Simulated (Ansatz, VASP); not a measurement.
Ge: VASP beside Ansatz

File INCAR:

```
SYSTEM = Ge
PREC = Accurate ; ENCUT = 500
EDIFF = 1E-6 ; ISMEAR = 0
SIGMA = 0.15 ; LREAL = .False.
LASPH = .True. ; NELM = 120
ALGO = Normal ; ISIF = 2
LWAVE = .False. ; LCHARG = .False.
GGA = PE ; NBANDS = 21
GGA_COMPAT = .False.
```

Contents of KPOINTS:

```
Automatic mesh
0
Gamma
  14 14 14
  0 0 0
```

Contents of POSCAR:

```
Ge
1.0
    0.0000000000      3.0550716000      2.9419208000
    3.0550716000      0.0000000000      2.9419208000
    3.0550716000      3.0550716000      0.0000000000
Ge
2
Direct
    0.5000000000      0.5000000000      0.5000000000
    0.7500000000      0.7500000000      0.7500000000
```

Input for Ansatz:

```yaml
crystal:
  lattice:
    - [0.0, 3.0550716, 2.9419208]
    - [3.0550716, 0.0, 2.9419208]
    - [3.0550716, 3.0550716, 0.0]
  atoms:
    - { symbol: Ge, position: [0.5, 0.5, 0.5] }
    - { symbol: Ge, position: [0.75, 0.75, 0.75] }
basis:
  ecutwfc: 420
kpoints:
  mp_grid: { grid: [14, 14, 14] }
hamiltonian:
  xc: pbe
scf:
  occupations: { method: gaussian, width: 0.15 }
output:
  forces: true
  stress: true
  eigenvalues: true
  write_density: true
  write_potential: true
  elf: true
  volumetric_format: npy
```

Change from the starting cell: strain +0.080 along x and y, +0.040 along z, atoms carried along.

Alike in both runs: task single point; functional PBE; k mesh 14 × 14 × 14; occupations gaussian, width 0.15 eV; no spin polarisation.

|  | VASP | Ansatz |
| --- | --- | --- |
| version | VASP 6.6.1 | Ansatz 0.2.0 |
| potentials or method | VASP PAW PBE potentials, release 64 (Ge_d), cutoff 500 eV | scalar-relativistic, plane waves, PAW |
| valence electrons in the cell | 28 | 28 |

|  | VASP | Ansatz | Ansatz less VASP |
| --- | --- | --- | --- |
| gap on the k mesh at the Fermi level (eV) | none | none | - |
| pressure (GPa) | -5.9 | -5.8 | +0.09 |
| traceless stress, the component that is largest in VASP (GPa) | 1.32 | 1.32 | -0.001 |

A gap of «none» marks a metal or a gap that the smearing closes. The functional is the same, so the differences come from potentials, cutoffs and numerics.
